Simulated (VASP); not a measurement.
Here is a VASP 6.6.1 calculation.

File INCAR:

```
PREC     = Accurate       # precision mode
ENCUT    = 500            # plane-wave cutoff, eV
EDIFF    = 1E-6           # SCF threshold, eV
ISMEAR   = 0              # smearing method
SIGMA    = 0.01           # smearing width, eV
LREAL    = False          # projectors in reciprocal space
LASPH    = True           # aspherical terms in the spheres
NELM     = 120            # most SCF steps
ALGO     = Normal         # electronic algorithm
ISIF     = 2              # what is computed and relaxed
LWAVE    = False          # write WAVECAR
LCHARG   = True           # write CHGCAR
LELF     = True           # ELF
LVHAR    = True         
NBANDS   = 15             # bands
GGA_COMPAT= False
```

Contents of KPOINTS:

```
Automatic mesh
0
Gamma
  2 2 2
```

The input POSCAR:

```
KBr
1.0
    0.0000000000      3.6882992926      3.6882992926
    3.6882992926      0.0000000000      3.6882992926
    3.6882992926      3.6882992926      0.0000000000
K Br
1 1
Direct
    0.0000000000      0.0000000000      0.0000000000
    0.2500000000      0.2500000000      0.2500000000
```

Potentials or basis: VASP PAW LDA potentials, release 64 (K_sv, Br).

Launch:

```sh
$ cat potpaw_LDA.64/K_sv/POTCAR potpaw_LDA.64/Br/POTCAR > POTCAR
$ mpirun -np 1 vasp_std > vasp.out
```

Task: Estimate the band gap on the k mesh.

Result: 3.97 eV, indirect (least direct gap 3.99 eV).

Task: What does it give for the pressure?

Result: -0.9 GPa.

Caveat: the k points lie up to 0.74 Å⁻¹ apart. As with any semilocal functional, this LDA gap is likely too small.
